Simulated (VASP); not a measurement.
WS2, 3 atoms in the cell. The cell holds a slab with vacuum, 3 atoms: a = 3.124 Å, b = 3.124 Å, c = 16.938 Å, α = 90.00°, β = 90.00°, γ = 120.00°.  This cell differs from its parent crystal: atoms displaced along a vibrational mode.

| Property | Result |
| --- | --- |
| Program | VASP 6.6.1 |
| Task | single point |
| Functional | PBEsol |
| Dispersion | D3(BJ) |
| Potentials or basis | VASP PAW PBE potentials, release 64 (W_sv, S) |
| Cutoff | 520 eV |
| k mesh | 12 × 12 × 2 |
| Occupations | gaussian, width 0.05 eV |
| Spin | no spin polarisation |
| Dipole correction | no |
| Further INCAR settings | ALGO = Normal; EDIFF = 1e-06; NBANDS = 20 |

Potentials or basis: VASP PAW PBE potentials, release 64 (W_sv, S).

Run with:

```sh
$ cat potpaw_PBE.64/W_sv/POTCAR potpaw_PBE.64/S/POTCAR > POTCAR
$ mpirun -np 1 vasp_std > vasp.out
```

Hardware: 1 thread of Intel Xeon 8259CL (shared host).

Estimate the wall time of this run.

Wall time 6.6 min on 1 thread of Intel Xeon 8259CL (shared host), peak memory 0.41 GiB. Counts: scf iterations 22, k points 86.
